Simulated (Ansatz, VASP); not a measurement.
## Two plane-wave programs on As

```
As
1.0
     2.70368    0.00000    0.00000
     0.00000    2.70368    0.00000
     0.00000    0.00000    2.70368
As
1
Direct
  0.50000 0.50000 0.50000
```

Alike in both runs: task single point; functional r2SCAN; k mesh 6 × 6 × 6; occupations gaussian, width 0.1 eV; no spin polarisation.

|  | VASP | Ansatz |
| --- | --- | --- |
| version | VASP 6.6.1 | Ansatz 0.2.0 |
| potentials or method | VASP PAW PBE potentials, release 64 (As), cutoff 550 eV | scalar-relativistic, plane waves, PAW |
| valence electrons in the cell | 5 | 15 |

|  | VASP | Ansatz | Ansatz less VASP |
| --- | --- | --- | --- |
| gap on the k mesh at the Fermi level (eV) | none | none | - |
| pressure (GPa) | 0.2 | 0.2 | +0.01 |

VASP's potentials were made for PBE, not for r2SCAN. A gap of «none» marks a metal or a gap that the smearing closes. With one functional, cell and mesh, what is left measures potentials, basis and numerics. VASP's potentials hold 5 valence electrons a cell and Ansatz's 15, so a difference there can come from the potentials and not from the codes.

The k mesh is coarse, so the values compare programs but aren't converged.
